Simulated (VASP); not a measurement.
Set up this calculation in VASP 6.6.1, as the native input.

| Item | Value |
| --- | --- |
| Task | single point |
| Functional | PBE |
| Potentials or basis | VASP PAW PBE potentials, release 64 (Ca_sv, O) |
| Cutoff | 520 eV |
| k mesh | 8 × 8 × 8 |
| Occupations | fermi-dirac, width 0.02 eV |
| Spin | no spin polarisation |
| Dipole correction | no |
| Further INCAR settings | ALGO = Normal; EDIFF = 1e-06; NBANDS = 15 |

The structure of CaO lies in POSCAR:

```
CaO
1.0
    3.0030793531      0.0000000000      0.0000000000
    0.0000000000      3.0030793531      0.0000000000
    0.0000000000      0.0000000000      3.0030793531
Ca O
1 1
Direct
    0.0000000000      0.0000000000      0.0000000000
    0.5000000000      0.5000000000      0.5000000000
```

This cell differs from its parent crystal: strain +3.4%.

These files were run (other wordings do the same):

INCAR

```
SYSTEM = CaO
PREC = Accurate
ENCUT = 520
EDIFF = 1E-6
ISMEAR = -1
SIGMA = 0.02
LREAL = .False.
LASPH = .True.
NELM = 60
ALGO = Normal
ISIF = 2
LWAVE = .False.
LCHARG = .False.
GGA = PE
NBANDS = 15
```

KPOINTS

```
regular mesh
0
Gamma
  8 8 8
  0 0 0
```

Potentials or basis: VASP PAW PBE potentials, release 64 (Ca_sv, O).

Command:

```console
$ cat potpaw_PBE.64/Ca_sv/POTCAR potpaw_PBE.64/O/POTCAR > POTCAR
$ mpirun -np 1 vasp_std > vasp.out
```

Results of the run:

```
Pressure               : -6.0 GPa
Band gap on the k mesh : 2.77 eV, indirect (least direct gap 3.09 eV)
```

Caveat: the cell differs from its parent crystal (strain +3.4%).

Wall time 19 s on 1 thread of AMD EPYC 7R43 64-Core Processor (Zen 3), with other jobs on the host, peak memory 0.11 GiB.
